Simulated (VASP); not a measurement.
# Rh in VASP: notebook

Runs on Rh. Level: PBE. Tasks: relaxation of cell and atoms, single point.

Everything below comes from runs of VASP 6.6.1. Logs are shortened: lines on timing, memory, paths and dates and some standing lists are left out, and cuts for length are marked.

## 1. The cell of the first run

The structure is cubic, space group Fm-3m (No. 225). Conventional cell: a = 3.792 Å, b = 3.792 Å, c = 3.792 Å, α = 90.00°, β = 90.00°, γ = 90.00°. Rh (site symmetry m-3m) has 12 Rh at 2.68 Å within 3.5 Å.

## 2. Relaxation of cell and atoms, PBE, target pressure 8 GPa, at which the enthalpy is minimised

The input, INCAR:

```
PREC     = Accurate       # precision mode
ENCUT    = 600            # plane-wave cutoff, eV
EDIFF    = 1E-6           # SCF threshold, eV
ISMEAR   = 0              # smearing method
SIGMA    = 0.1            # smearing width, eV
LREAL    = F              # projectors in reciprocal space
LASPH    = T              # aspherical terms in the spheres
NELM     = 80             # most SCF steps
ALGO     = Normal         # electronic algorithm
ISIF     = 3              # what is computed and relaxed
LWAVE    = F              # write WAVECAR
LCHARG   = F              # write CHGCAR
GGA      = PE             # functional
IBRION   = 2              # ionic algorithm
NSW      = 70             # ionic steps
EDIFFG   = -0.008         # ionic threshold
PSTRESS  = 80.0
```

The input, KPOINTS:

```
Automatic mesh
0
Gamma
  18 18 18
```

The input, POSCAR:

```
Rh
1.0
    0.0000000000      1.8962293432      1.8962293432
    1.8962293432      0.0000000000      1.8962293432
    1.8962293432      1.8962293432      0.0000000000
Rh
1
Direct
    0.0000000000      0.0000000000      0.0000000000
```

Potentials or basis: VASP PAW PBE potentials, release 64 (Rh_pv).

The run is started by

```console
$ cat potpaw_PBE.64/Rh_pv/POTCAR > POTCAR
$ mpirun -np 1 vasp_std > vasp.out
```

OUTCAR:

```text
PREC = Accurate
   ENCUT = 600
   EDIFF = 1E-6
   ISMEAR = 0
   LREAL = F
   LASPH = T
   NELM = 80
   ISIF = 3
   GGA = PE
   IBRION = 2
   NSW = 70
   EDIFFG = -0.008
   PSTRESS = 80.0

 ion  position               nearest neighbor table
   1  0.000  0.000  0.000-

  LATTYP: Found a face centered cubic cell.
 ALAT       =     3.7924586864

  Lattice vectors:

 A1 = (   0.0000000000,   1.8962293432,   1.8962293432)
 A2 = (   1.8962293432,   0.0000000000,   1.8962293432)
 A3 = (   1.8962293432,   1.8962293432,   0.0000000000)

Analysis of symmetry for initial positions (statically):
=====================================================================
 Subroutine PRICEL returns:
 Original cell was already a primitive cell.

 Routine SETGRP: Setting up the symmetry group for a
 face centered cubic supercell.

 Subroutine GETGRP returns: Found 48 space group operations
 (whereof 48 operations were pure point group operations)
 out of a pool of 48 trial point group operations.

The static configuration has the point symmetry O_h .

Analysis of symmetry for dynamics (positions and initial velocities):
=====================================================================
 Subroutine PRICEL returns:
 Original cell was already a primitive cell.

 Routine SETGRP: Setting up the symmetry group for a
 face centered cubic supercell.

 Subroutine GETGRP returns: Found 48 space group operations
 (whereof 48 operations were pure point group operations)
 out of a pool of 48 trial point group operations.

The dynamic configuration has the point symmetry O_h .

 Subroutine INISYM returns: Found 48 space group operations
 (whereof 48 operations are pure point group operations),
 and found     1 'primitive' translations

----------------------------------------------------------------------------------------

                                     Primitive cell

  volume of cell :      13.6365

  direct lattice vectors                    reciprocal lattice vectors
     0.000000000  1.896229343  1.896229343    -0.263681185  0.263681185  0.263681185
     1.896229343  0.000000000  1.896229343     0.263681185 -0.263681185  0.263681185
     1.896229343  1.896229343  0.000000000     0.263681185  0.263681185 -0.263681185

  length of vectors
     2.681673255  2.681673255  2.681673255     0.456709209  0.456709209  0.456709209

  position of ions in fractional coordinates (direct lattice)
     0.000000000  0.000000000  0.000000000

  ion indices of the primitive-cell ions
   primitive index   ion index
                 1           1
[... 91 lines left out ...]
     AMIX     =   0.40;   BMIX     =  1.00
     AMIX_MAG =   1.60;   BMIX_MAG =  1.00
  volume/ion in A,a.u.               =      13.64        92.02
  Fermi-wavevector in a.u.,A,eV,Ry     =   1.689939  3.193522 38.856799  2.855894
  Thomas-Fermi vector in A             =   2.771976
   LORBIT       =      0    0 simple, 1 ext, 2 COOP (PROOUT), +10 PAW based schemes
   GGA     = PE    functional components
   LHFCALC =     F    Hartree Fock is set to
   AEXX    =    0.0000 exact exchange contribution
   IVDW    =     0    specifies the selected vdW correction
   LEPSILON=     F    determine dielectric tensor
   LRPA    =     F    only Hartree local field effects (RPA)
 conjugate gradient relaxation of ions
 non-spin polarized calculation
 Gauss-broadening in eV      SIGMA  =   0.10
  energy-cutoff  :      600.00
  volume of cell :       13.64
 maximum number of plane-waves:       469
 NGX is ok and might be reduce to    24
   NGX = 11   NGY = 11   NGZ = 11

--------------------------------------- Ionic step        1  -------------------------------------------

 number of electron      15.0000002 magnetization

 Free energy of the ion-electron system (eV)
  ---------------------------------------------------
  ext. energy  EPLUGINS =         0.00000000
  ---------------------------------------------------
  free energy    TOTEN  =        -7.25137476 eV

  energy without entropy =       -7.24457766  energy(sigma->0) =       -7.24797621

------------------------ aborting loop because EDIFF is reached ----------------------------------------

  FORCE on cell =-STRESS in cart. coord.  units (eV):
  Direction    XX          YY          ZZ          XY          YZ          ZX
  --------------------------------------------------------------------------------------
  -------------------------------------------------------------------------------------
  Total        0.6892914      0.6892914      0.6892914      0.0000000     -0.0000000      0.0000000
  in kB       80.9861734     80.9861734     80.9861734      0.0000000     -0.0000000      0.0000000
  external PRESSURE =       0.9861734 kB  Pullay stress =      80.0000000 kB
[... 61 lines left out ...]
--------------------------------------- Ionic step        3  -------------------------------------------

 number of electron      15.0000002 magnetization

 Free energy of the ion-electron system (eV)
  ---------------------------------------------------
  ext. energy  EPLUGINS =         0.00000000
  ---------------------------------------------------
  free energy    TOTEN  =        -7.25159866 eV

  energy without entropy =       -7.24479789  energy(sigma->0) =       -7.24819828

 E-fermi :  12.0518     XC(G=0): -14.0837

 val. band max:       12.0509270559   @ k =   0.5000   0.3889   0.0556
 cond. band min:      12.0596866330   @ k =  -0.4444   0.3333   0.1667
 fundamental gap:      0.0087595771
 Fermi energy:        12.0517915760

 k-point     1 :       0.0000    0.0000    0.0000
  band No.  band energies     occupation
      1     -34.3528      2.00000
      2     -34.3528      2.00000
      3     -34.3528      2.00000
      4       4.0304      2.00000
      5       8.9295      2.00000
      6       8.9295      2.00000
      7       8.9295      2.00000
      8      11.0406      2.00000
      9      11.0406      2.00000
     10      28.0397      0.00000
     11      32.5461      0.00000
[... 309 lines left out ...]
 k-point    24 :      -0.2222    0.0556    0.0000
  band No.  band energies     occupation
      1     -34.7160      2.00000
      2     -34.4268      2.00000
      3     -34.3942      2.00000
      4       5.8678      2.00000
      5       8.5883      2.00000
      6       9.3249      2.00000
      7       9.3774      2.00000
      8      10.8450      2.00000
      9      11.5358      2.00000
     10      27.5717      0.00000
     11      29.7815      0.00000

 [... further k-points ...]

------------------------ aborting loop because EDIFF is reached ----------------------------------------

  FORCE on cell =-STRESS in cart. coord.  units (eV):
  Direction    XX          YY          ZZ          XY          YZ          ZX
  --------------------------------------------------------------------------------------
  -------------------------------------------------------------------------------------
  Total        0.6860479      0.6860479      0.6860479      0.0000000     -0.0000000     -0.0000000
  in kB       80.5784214     80.5784214     80.5784214      0.0000000     -0.0000000     -0.0000000
  external PRESSURE =       0.5784214 kB  Pullay stress =      80.0000000 kB
[... 20 lines left out ...]
  energy  without entropy=       -7.2447978876  energy(sigma->0) =       -7.24819828

  enthalpy is  TOTEN    =        -6.5704754319 eV   P V=        0.6811232308

 reached required accuracy - stopping structural energy minimisation
```

Run time: 58 s. Hardware: 1 thread of AMD EPYC 7R13, shared host; peak memory 0.14 GiB.

Results:

| Item | Value |
| --- | --- |
| Free energy | -7.2516 eV |
| Relaxed volume | 13.64 Å³/atom |
| Relaxed cell | a = 2.682 Å, b = 2.682 Å, c = 2.682 Å, α = 60.00°, β = 60.00°, γ = 60.00° |
| Space group after relaxing (to 0.1 Å) | Fm-3m (No. 225) |
| Energy change on relaxing (the run minimises the enthalpy) | -0.2 meV/atom |
| Ionic steps | 3 |
| Pressure after relaxing | 8.1 GPa |
| Band gap on the k mesh | zero (an odd number of electrons rules out a gap without spin polarisation) |

The path:
```
step  energy change (eV)  largest force (eV/Å)  pressure (GPa)  volume (Å³)
   1              0.0000                0.0000            8.10        13.64
   2             -0.0008                0.0000            7.74        13.65
   3             -0.0002                0.0000            8.06        13.64
```

Final structure:
```cif
data_structure
_symmetry_space_group_name_H-M 'P 1'
_symmetry_Int_Tables_number 1
_cell_length_a 2.6820
_cell_length_b 2.6820
_cell_length_c 2.6820
_cell_angle_alpha 60.000
_cell_angle_beta 60.000
_cell_angle_gamma 60.000
_cell_volume 13.64
loop_
_atom_site_label
_atom_site_type_symbol
_atom_site_fract_x
_atom_site_fract_y
_atom_site_fract_z
_atom_site_occupancy
Rh1 Rh 0.00000 0.00000 0.00000 1
```

Caveat: the cell is relaxed towards a set pressure, so the run minimises the enthalpy, not the energy.

## 3. Relaxation of cell and atoms, PBE, target pressure -3 GPa, at which the enthalpy is minimised

This run uses another cell than the first one, of 14.45 Å³/atom.

The input, INCAR:

```
  PREC = Accurate
  ENCUT = 600
  EDIFF = 1E-6
  ISMEAR = 0
  SIGMA = 0.1
  LREAL = F
  LASPH = T
  NELM = 80
  ALGO = Normal
  ISIF = 3
  LWAVE = F
  LCHARG = F
  GGA = PE
  IBRION = 2
  NSW = 70
  EDIFFG = -0.008
  PSTRESS = -30.0
```

The input, KPOINTS:

```
regular mesh
0
Gamma
  18 18 18
```

The input, POSCAR:

```
Rh
1.0
    0.0000000000      1.9331186980      1.9331186980
    1.9331186980      0.0000000000      1.9331186980
    1.9331186980      1.9331186980      0.0000000000
Rh
1
Direct
    0.0000000000      0.0000000000      0.0000000000
```

Potentials or basis: VASP PAW PBE potentials, release 64 (Rh_pv).

The run is started by

```console
$ cat potpaw_PBE.64/Rh_pv/POTCAR > POTCAR
$ mpirun -np 1 vasp_std > vasp.out
```

Run time: 78 s. Hardware: 1 thread of AMD EPYC 7R13, shared host; peak memory 0.15 GiB.

The run converged. Its results:

```
Free energy                                                : -7.2609 eV
Relaxed volume                                             : 14.21 Å³/atom
Relaxed cell                                               : a = 2.719 Å, b = 2.719 Å, c = 2.719 Å, α = 60.00°, β = 60.00°, γ = 60.00°
Space group after relaxing (to 0.1 Å)                      : Fm-3m (No. 225)
Energy change on relaxing (the run minimises the enthalpy) : -7.4 meV/atom
Ionic steps                                                : 3
Pressure after relaxing                                    : -3.0 GPa
Band gap on the k mesh                                     : zero (an odd number of electrons rules out a gap without spin polarisation)
```

The path:
| step | energy change (eV) | largest force (eV/Å) | pressure (GPa) | volume (Å³) |
| --- | --- | --- | --- | --- |
| 1 | 0.0000 | 0.0000 | -6.86 | 14.45 |
| 2 | -0.0033 | 0.0000 | 6.13 | 13.73 |
| 3 | -0.0074 | 0.0000 | -3.03 | 14.21 |

Final structure:
```
Rh
1.0
     0.00000    1.92247    1.92247
     1.92247    0.00000    1.92247
     1.92247    1.92247    0.00000
Rh
1
Direct
  0.00000 0.00000 0.00000
```

Levels at points of the mesh, in eV from the Fermi level:
| k point | band 5 | band 6 | band 7 | band 8 | band 9 | band 10 |
| --- | --- | --- | --- | --- | --- | --- |
| (0.00, 0.00, 0.00) | -2.93 | -2.93 | -2.93 | -0.95 | -0.95 | 16.01 |
| (0.50, 0.00, 0.00) | -3.00 | -3.00 | 0.53 | 0.53 | 0.77 | 8.30 |
| (0.50, 0.50, 0.00) | -5.66 | 0.50 | 0.92 | 0.92 | 3.22 | 11.86 |

Caveat: the cell is relaxed towards a set pressure, so the run minimises the enthalpy, not the energy.

## 4. Relaxation of cell and atoms, PBE, target pressure 60 GPa, at which the enthalpy is minimised

This run uses another cell than the first one, of 11.94 Å³/atom.

The input, INCAR:

```
ALGO = Normal
EDIFF = 1E-7
EDIFFG = -0.008
ENCUT = 600
GGA = PE
IBRION = 2
ISIF = 3
ISMEAR = 0
LASPH = True
LCHARG = False
LREAL = False
LWAVE = False
NELM = 60
NSW = 70
PREC = Accurate
PSTRESS = 600.0
SIGMA = 0.1
```

The input, KPOINTS:

```
k-points
0
Gamma
  20 20 20
```

The input, POSCAR:

```
Rh
1.0
    0.0000000000      1.8141224684      1.8141224684
    1.8141224684      0.0000000000      1.8141224684
    1.8141224684      1.8141224684      0.0000000000
Rh
1
Direct
    0.0000000000      0.0000000000      0.0000000000
```

The run is started by

```console
$ cat potpaw_PBE.64/Rh_pv/POTCAR > POTCAR
$ mpirun -np 1 vasp_std > vasp.out
```

Run time: 75 s. Hardware: 1 thread of AMD EPYC 7R13, shared host; peak memory 0.14 GiB.

The run converged. Its results:

* Free energy: -6.9353 eV
* Relaxed volume: 12.01 Å³/atom
* Relaxed cell: a = 2.571 Å, b = 2.571 Å, c = 2.571 Å, α = 60.00°, β = 60.00°, γ = 60.00°
* Space group after relaxing (to 0.1 Å): Fm-3m (No. 225)
* Energy change on relaxing (the run minimises the enthalpy): -27.5 meV/atom
* Ionic steps: 3
* Pressure after relaxing: 60.0 GPa
* Band gap on the k mesh: zero (an odd number of electrons rules out a gap without spin polarisation)

The path:
```
step  energy change (eV)  largest force (eV/Å)  pressure (GPa)  volume (Å³)
   1              0.0000                0.0000           63.21        11.94
   2             -0.1412                0.0000           45.61        12.36
   3             -0.0275                0.0000           59.97        12.01
```

Final structure:
```
Rh
1.0
     0.00000    1.81773    1.81773
     1.81773    0.00000    1.81773
     1.81773    1.81773    0.00000
Rh
1
Cartesian
  0.0000 0.0000 0.0000
```

Levels at points of the mesh, in eV from the Fermi level:
| k point | band 3 | band 4 | band 5 | band 6 | band 7 | band 8 | band 9 | band 10 | band 11 |
| --- | --- | --- | --- | --- | --- | --- | --- | --- | --- |
| (0.00, 0.00, 0.00) | -46.62 | -8.98 | -3.80 | -3.80 | -3.80 | -1.22 | -1.22 | 15.79 | 20.14 |
| (0.50, 0.00, 0.00) | -46.78 | -7.34 | -3.91 | -3.91 | 0.62 | 0.73 | 0.73 | 10.16 | 15.36 |
| (0.50, 0.50, 0.00) | -47.04 | -7.72 | -7.29 | 0.70 | 1.25 | 1.25 | 3.50 | 14.13 | 14.13 |

Caveat: the cell is relaxed towards a set pressure, so the run minimises the enthalpy, not the energy.

## 5. Single point, PBE (uniaxial strain along a: +3.0 %, then relaxed in part)

The input, INCAR:

```
SYSTEM = Rh
PREC = Accurate
ENCUT = 520
EDIFF = 1E-6
ISMEAR = 0
SIGMA = 0.1
LREAL = .False.
LASPH = .True.
NELM = 60
ALGO = Fast
ISIF = 2
LWAVE = .False.
LCHARG = .False.
GGA = PE
NBANDS = 22
```

The input, KPOINTS:

```
Automatic mesh
0
Gamma
  20 20 14
  0 0 0
```

The input, POSCAR:

```
Rh
1.0
    1.9724180157      1.9724180157      0.0000000000
   -1.9098567566      1.9098567566      0.0000000000
    0.0000000000      0.0000000000      3.7850095305
Rh
2
Direct
    0.0000000000      0.0000000000      0.0000000000
    0.5000000000      0.5000000000      0.5000000000
```

The run is started by

```console
$ cat potpaw_PBE.64/Rh_pv/POTCAR > POTCAR
$ mpirun -np 1 vasp_std > vasp.out
```

It took 2.6 min on 1 thread of Intel Xeon 6975P-C (Granite Rapids), shared host; peak memory 0.52 GiB.

It converged, with:

* Free energy: -14.4961 eV
* Pressure: -3.3 GPa
* Band gap on the k mesh: zero (bands 15 and 16 overlap by 2.34 eV)

Stress tensor (GPa, compression positive):
```
-4.97 -5.07  0.00
-5.07 -4.97  0.00
 0.00  0.00  0.08
```

Levels at points of the mesh, in eV from the Fermi level:
```tsv
k point	band 12	band 13	band 14	band 15	band 16	band 17	band 18	band 19
(0.00, 0.00, 0.00)	-2.76	-1.08	-0.77	0.50	0.93	0.97	3.59	12.22
(0.50, 0.00, 0.00)	-3.38	-1.63	-1.63	-1.00	-1.00	2.53	2.53	13.19
(0.00, 0.50, 0.00)	-3.19	-2.01	-2.01	-1.15	-1.15	3.07	3.07	13.46
(0.50, 0.50, 0.00)	0.47	0.85	0.85	1.02	1.02	3.06	3.06	11.60
(0.00, 0.00, 0.50)	-1.64	-1.55	-1.55	-1.32	-1.32	-0.34	-0.34	17.83
(0.50, 0.00, 0.50)	-2.92	0.34	0.34	0.63	0.63	0.65	0.65	8.06
(0.00, 0.50, 0.50)	-2.70	0.56	0.56	0.60	0.60	0.94	0.94	8.52
(0.50, 0.50, 0.50)	-3.49	-1.08	-1.08	0.81	0.81	9.34	9.34	9.45
```

Caveat: the cell differs from its parent crystal (uniaxial strain along a: +3.0 %, then relaxed in part); the cell stands under tension.

## 6. The runs side by side

| task | cell | k mesh | cutoff (eV) | gap on the mesh (eV) | pressure (GPa) |
| --- | --- | --- | --- | --- | --- |
| relaxation of cell and atoms | relaxed to 8 GPa from a = 2.682 Å, angles 60.0°, 1 atom, atomic positions A | 18 × 18 × 18 | 600 | none | 8.1 |
| relaxation of cell and atoms | relaxed to -3 GPa from a = 2.734 Å, angles 60.0°, 1 atom, atomic positions A | 18 × 18 × 18 | 600 | none | -3.0 |
| relaxation of cell and atoms | relaxed to 60 GPa from a = 2.566 Å, angles 60.0°, 1 atom, atomic positions A | 20 × 20 × 20 | 600 | none | 60.0 |
| single point | a = 2.789, b = 2.701, c = 3.785 Å, 2 atoms, atomic positions B | 20 × 20 × 14 | 520 | none | -3.3 |

Alike in all rows: level PBE; potentials or basis VASP PAW PBE potentials, release 64 (Rh_pv); no spin polarisation; smearing gaussian 0.1 eV.

Caveats: the cell is relaxed towards a set pressure, so the run minimises the enthalpy, not the energy (at least some runs); the cell stands under tension (at least some runs).

Total energies depend on the potentials used, so only differences within one code and one set of settings carry meaning.
